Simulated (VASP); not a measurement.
Here is a VASP 6.6.1 calculation.

Contents of INCAR:

```
PREC = Accurate ; ENCUT = 500
EDIFF = 1E-6 ; ISMEAR = 0
SIGMA = 0.2 ; LREAL = F
LASPH = T ; NELM = 120
ALGO = Normal ; ISIF = 2
LWAVE = F ; LCHARG = F
GGA = PE ; NBANDS = 20
GGA_COMPAT = F
```

Contents of KPOINTS:

```
Automatic mesh
0
Gamma
  4 4 4
```

The input POSCAR:

```
Si4Cl
1.0
    4.6806236941      0.0000000000      0.0000000000
    0.0000000000      4.6806236941      0.0000000000
    0.0000000000      0.0000000000      4.6806236941
Si Cl
4 1
Direct
    0.5000000000      0.0000000000      0.0000000000
    0.0000000000      0.5000000000      0.0000000000
    0.0000000000      0.0000000000      0.5000000000
    0.5000000000      0.5000000000      0.5000000000
    0.0000000000      0.0000000000      0.0000000000
```

Potentials or basis: VASP PAW PBE potentials, release 64 (Si, Cl).

The run is started by

```sh
$ cat potpaw_PBE.64/Si/POTCAR potpaw_PBE.64/Cl/POTCAR > POTCAR
$ mpirun -np 1 vasp_std > vasp.out
```

Q: Estimate the pressure.

A: 0.8 GPa.

Q: What does it give for the band gap on the k mesh?

A: Zero (an odd number of electrons rules out a gap without spin polarisation).

Caveat: an odd number of electrons without spin polarisation forces a metal; a magnetic or distorted state may lie lower.
